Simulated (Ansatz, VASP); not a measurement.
One calculation of WS2, two programs

The input POSCAR:

```
WS2
1.0
    3.1699462934      0.0000000000      0.0000000000
   -1.5849731467      2.7452540187      0.0000000000
    0.0000000000      0.0000000000     12.7408919635
W S
2 4
Direct
    0.3333333333      0.6666666667      0.2500000000
    0.6666666667      0.3333333333      0.7500000000
    0.6666666667      0.3333333333      0.3727860666
    0.6666666667      0.3333333333      0.1272139334
    0.3333333333      0.6666666667      0.8727860666
    0.3333333333      0.6666666667      0.6272139334
```

INCAR.step1

```
SYSTEM = WS2
ALGO = Normal ; EDIFF = 1E-5
ENCUT = 550 ; GGA = PE
GGA_COMPAT = .FALSE. ; ISMEAR = 0
LASPH = .TRUE. ; LCHARG = .FALSE.
LREAL = .FALSE. ; LWAVE = .TRUE.
NBANDS = 35 ; NELM = 120
PREC = Accurate ; SIGMA = 0.01
```

File INCAR.step2:

```
SYSTEM = WS2
ALGO = Normal ; EDIFF = 1E-6
ENCUT = 550 ; GGA_COMPAT = .FALSE.
ISIF = 2 ; ISMEAR = 0
ISTART = 1 ; LASPH = .TRUE.
LCHARG = .FALSE. ; LMIXTAU = .TRUE.
LREAL = .FALSE. ; LWAVE = .FALSE.
METAGGA = R2SCAN ; NBANDS = 35
NELM = 120 ; PREC = Accurate
SIGMA = 0.01
```

The input KPOINTS:

```
k-points
0
G
  12 12 2
  0 0 0
```

Input for Ansatz:

```yaml
crystal:
  lattice:
    - [3.1699462934, 0.0, 0.0]
    - [-1.5849731467, 2.7452540187, 0.0]
    - [0.0, 0.0, 12.7408919635]
  atoms:
    - { symbol: W, position: [0.3333333333, 0.6666666667, 0.25] }
    - { symbol: W, position: [0.6666666667, 0.3333333333, 0.75] }
    - { symbol: S, position: [0.6666666667, 0.3333333333, 0.3727860666] }
    - { symbol: S, position: [0.6666666667, 0.3333333333, 0.1272139334] }
    - { symbol: S, position: [0.3333333333, 0.6666666667, 0.8727860666] }
    - { symbol: S, position: [0.3333333333, 0.6666666667, 0.6272139334] }
kpoints:
  mp_grid: { grid: [12, 12, 2] }
  band_path:
    path:
      - [0.0, 0.0, 0.0]
      - [0.5, 0.0, 0.0]
      - [0.3333333333, 0.3333333333, 0.0]
      - [0.0, 0.0, 0.5]
      - [0.5, 0.0, 0.5]
      - [0.3333333333, 0.3333333333, 0.5]
      - [0.171875, 0.171875, 0.0]
    npoints: 1
hamiltonian:
  xc: r2scan
scf:
  occupations: { method: fixed }
  n_extra_bands: 5
output:
  forces: true
  stress: true
  eigenvalues: true
```

Change from the starting cell: uniaxial_z strain +2.0%.

Alike in both runs: task single point; functional r2SCAN; k mesh 12 × 12 × 2; no spin polarisation.

|  | VASP | Ansatz |
| --- | --- | --- |
| version | VASP 6.6.1 | Ansatz 0.2.0 |
| potentials or method | VASP PAW PBE potentials, release 64 (W_sv, S) | plane waves, PAW |
| plane-wave cutoff (eV) | 550 | 500 |
| occupations | gaussian, width 0.01 eV | fixed |
| valence electrons in the cell | 52 | 52 |

```csv
,VASP,Ansatz,Ansatz less VASP
gap on the k mesh at the Fermi level (eV),1.27,1.26,-0.011
pressure (GPa),1.0,0.8,-0.20
"traceless stress, the component that is largest in VASP (GPa)",-0.61,-0.55,+0.057
rms of the force components (eV/Å),0.013,0.024,+0.0103
```

VASP's potentials were made for PBE, not for r2SCAN. Atom by atom the forces differ by 0.010 eV/Å (rms over components).

Neither program's run includes spin-orbit coupling.
